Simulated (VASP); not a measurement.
Input of a VASP 6.6.1 run:

The input INCAR:

```
ALGO     = Normal         # electronic algorithm
EDIFF    = 1E-7           # SCF threshold, eV
ENCUT    = 520            # plane-wave cutoff, eV
ISIF     = 2              # what is computed and relaxed
ISMEAR   = 0              # smearing method
ISPIN    = 2              # spin polarisation
LASPH    = True           # aspherical terms in the spheres
LCHARG   = True           # write CHGCAR
LELF     = True           # ELF
LORBIT   = 11             # projections on sites
LREAL    = False          # projectors in reciprocal space
LVHAR    = True         
LWAVE    = False          # write WAVECAR
MAGMOM   = 3.15 3.15 3.15 3.15 # initial moments
NBANDS   = 22             # bands
NELM     = 150            # most SCF steps
PREC     = Accurate       # precision mode
SIGMA    = 0.02           # smearing width, eV
```

File KPOINTS:

```
k-points
0
Gamma
  6 6 6
```

File POSCAR:

```
N
1.0
    4.6812730646      0.0000000000      0.0000000000
    0.0000000000      4.6812730646      0.0000000000
    0.0000000000      0.0000000000      4.6812730646
N
4
Direct
   -0.0000221095     -0.0000221095     -0.0000221095
    0.5000221095      1.0000221095      0.4999778905
    0.4999778905      0.5000221095      1.0000221095
    1.0000221095      0.4999778905      0.5000221095
```

Potentials or basis: VASP PAW LDA potentials, release 64 (N).

The run is started by

```sh
$ cat potpaw_LDA.64/N/POTCAR > POTCAR
$ mpirun -np 1 vasp_std > vasp.out
```

Task: What does it give for the net moment?

Result: 12.00 μB per cell.

Task: Predict the band gap on the k mesh.

Result: 1.25 eV.

 A k mesh can miss the band edges.
